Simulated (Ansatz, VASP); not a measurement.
CaO: VASP beside Ansatz

The input INCAR:

```
PREC = Accurate ; ENCUT = 520
EDIFF = 1E-6 ; ISMEAR = 0
SIGMA = 0.01 ; LREAL = F
LASPH = T ; NELM = 100
ALGO = Normal ; ISIF = 2
LWAVE = F ; LCHARG = F
GGA = PS ; IBRION = 2
NSW = 50 ; EDIFFG = -0.002
```

Contents of KPOINTS:

```
regular mesh
0
Gamma
  10 10 10
```

POSCAR

```
CaO
1.0
    0.0119178812      2.3895351810      2.3895351810
    2.3895351810      0.0119178812      2.3895351810
    2.3895351810      2.3895351810      0.0119178812
Ca O
1 1
Direct
    0.0000000000      0.0000000000      0.0000000000
    0.5000000000      0.5000000000      0.5000000000
```

Input for Ansatz:

```yaml
crystal:
  lattice:
    - [0.0119178812, 2.38953518096, 2.38953518096]
    - [2.38953518096, 0.0119178812, 2.38953518096]
    - [2.38953518096, 2.38953518096, 0.0119178812]
  atoms:
    - { symbol: Ca, position: [0.0, 0.0, 0.0] }
    - { symbol: O, position: [0.5, 0.5, 0.5] }
kpoints:
  mp_grid: { grid: [10, 10, 10] }
scf:
  occupations: { method: fixed }
  convergence: { dr2_threshold: 1.0e-10 }
hamiltonian:
  xc: pbesol
  pseudopotentials: { kind: all_electron, lapw: { basis_error: 0.0005 } }
output:
  forces: true
  stress: true
  eigenstates:
    kpoints:
      - [0.0, 0.0, 0.0]
      - [0.0, -0.5, -0.5]
      - [-0.5, 0.0, -0.5]
      - [-0.5, -0.5, 0.0]
      - [-0.5, 0.0, 0.0]
      - [0.0, -0.5, 0.0]
      - [0.0, 0.0, -0.5]
      - [-0.5, -0.5, -0.5]
relax:
  f_tol: 0.002
  max_steps: 30
```

Change from the starting cell: equal xy, yz and zx engineering shears of +0.5 %.

Alike in both runs: task relaxation of the atoms; functional PBEsol; k mesh 10 × 10 × 10; no spin polarisation.

```csv
,VASP,Ansatz
version,VASP 6.6.1,Ansatz 0.2.0
potentials or method,"VASP PAW PBE potentials, release 64 (Ca_sv, O), cutoff 520 eV","all-electron LAPW, scalar-relativistic"
occupations,"gaussian, width 0.01 eV",fixed
```

Ansatz gave:

```
gap on the k mesh at the Fermi level, each at its own relaxed structure (eV) : 3.53
```

**Question.** Estimate VASP's values.

**Answer.** gap on the k mesh at the Fermi level, each at its own relaxed structure (eV): 3.51.

VASP's potentials were made for PBE, not for PBEsol. Ansatz ran all-electron here, and VASP with PAW potentials.

Noted on VASP's run: the relaxation stopped at its first step, so nothing moved.
